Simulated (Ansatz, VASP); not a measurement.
One calculation of ZnS, two programs

POSCAR

```
ZnS
1.0
    3.9925454129      0.0000000000      0.0000000000
   -1.9962727064      3.4576457533      0.0000000000
    0.0000000000      0.0000000000      5.9488503758
Zn S
2 2
Direct
    0.3333333333      0.6666666667      0.2500000000
    0.6666666667      0.3333333333      0.7500000000
    0.6666666667      0.3333333333      0.2500000000
    0.3333333333      0.6666666667      0.7500000000
```

File INCAR.step1:

```
ALGO = Normal
EDIFF = 1E-4
ENCUT = 520
GGA = PE
ISMEAR = 0
LASPH = T
LCHARG = F
LREAL = F
LWAVE = T
NBANDS = 26
NELM = 100
PREC = Accurate
SIGMA = 0.01
```

File INCAR.step2:

```
ALGO = Normal
EDIFF = 1E-6
ENCUT = 520
ISIF = 2
ISMEAR = 0
ISTART = 1
LASPH = T
LCHARG = T
LELF = T
LMIXTAU = T
LREAL = F
LVHAR = T
LWAVE = F
METAGGA = R2SCAN
NBANDS = 26
NELM = 100
PREC = Accurate
SIGMA = 0.01
```

Contents of KPOINTS:

```
k-points
0
Gamma
  12 12 4
```

Input for Ansatz:

```yaml
crystal:
  lattice:
    - [3.9925454129, 0.0, 0.0]
    - [-1.9962727064, 3.4576457533, 0.0]
    - [0.0, 0.0, 5.9488503758]
  atoms:
    - { symbol: Zn, position: [0.3333333333, 0.6666666667, 0.25] }
    - { symbol: Zn, position: [0.6666666667, 0.3333333333, 0.75] }
    - { symbol: S, position: [0.6666666667, 0.3333333333, 0.25] }
    - { symbol: S, position: [0.3333333333, 0.6666666667, 0.75] }
kpoints:
  mp_grid: { grid: [12, 12, 4] }
  band_path:
    path:
      - [0.0, 0.0, 0.0]
      - [0.5, 0.0, 0.0]
      - [0.3333333333, 0.3333333333, 0.0]
      - [0.0, 0.0, 0.5]
      - [0.5, 0.0, 0.5]
      - [0.3333333333, 0.3333333333, 0.5]
    npoints: 1
hamiltonian:
  xc: r2scan
scf:
  occupations: { method: fixed }
  n_extra_bands: 5
output:
  forces: true
  stress: true
  eigenvalues: true
  write_density: true
  write_potential: true
  elf: true
  volumetric_format: npy
```

Change from the starting cell: hydrostatic strain +1.2%.

Alike in both runs: task single point; functional r2SCAN; k mesh 12 × 12 × 4; no spin polarisation.

```csv
,VASP,Ansatz
version,VASP 6.6.1,Ansatz 0.2.0
potentials or method,"VASP PAW PBE potentials, release 64 (Zn, S)","plane waves, PAW"
plane-wave cutoff (eV),520,500
occupations,"gaussian, width 0.01 eV",fixed
valence electrons in the cell,36,36
```

```csv
,VASP,Ansatz,Ansatz less VASP
gap on the k mesh at the Fermi level (eV),1.84,1.84,+0.001
pressure (GPa),-2.5,-2.5,-0.04
"traceless stress, the component that is largest in VASP (GPa)",1.23,1.26,+0.024
```

VASP's potentials were made for PBE, not for r2SCAN.
